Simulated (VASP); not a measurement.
Si3IrRu:

```
Si Ru Ir
1.0
     4.36410    0.00000    0.00000
     0.00000    4.36410    0.00000
     0.00000    0.00000    4.36410
Si Ru Ir
3 1 1
Direct
  0.50000 0.00000 0.00000
  0.00000 0.50000 0.00000
  0.00000 0.00000 0.50000
  0.00000 0.00000 0.00000
  0.50000 0.50000 0.50000
```

The cell was generated, and may not be a known phase.

| Quantity | Value |
| --- | --- |
| Program | VASP 6.6.1 |
| Task | relaxation of cell and atoms |
| Functional | PBE |
| Potentials or basis | VASP PAW PBE potentials, release 64 (Si, Ru_pv, Ir) |
| Cutoff | 500 eV |
| k mesh | 4 × 4 × 4 |
| Occupations | gaussian, width 0.2 eV |
| Spin | no spin polarisation |

At the start: pressure 13.1 GPa; volume 16.62 Å³/atom.

Where does the relaxation end?

Over 3 steps the energy falls by 61.6 meV/atom and the volume is 18.28 Å³/atom (+10.0 %); space group Pm-3m (No. 221, to 0.1 Å) before and after.

The path:
```csv
step,energy change (eV),largest force (eV/Å),pressure (GPa),volume (Å³)
1,0.0000,0.0000,13.13,83.12
2,-0.0230,0.0000,-8.99,100.60
3,-0.3078,0.0000,-0.16,91.42
```

Final structure:
```
CELL_PARAMETERS angstrom
4.50482 0.00000 0.00000
0.00000 4.50482 0.00000
0.00000 0.00000 4.50482
ATOMIC_POSITIONS crystal
Si 0.50000 0.00000 0.00000
Si 0.00000 0.50000 0.00000
Si 0.00000 0.00000 0.50000
Ru 0.00000 0.00000 0.00000
Ir 0.50000 0.50000 0.50000
```
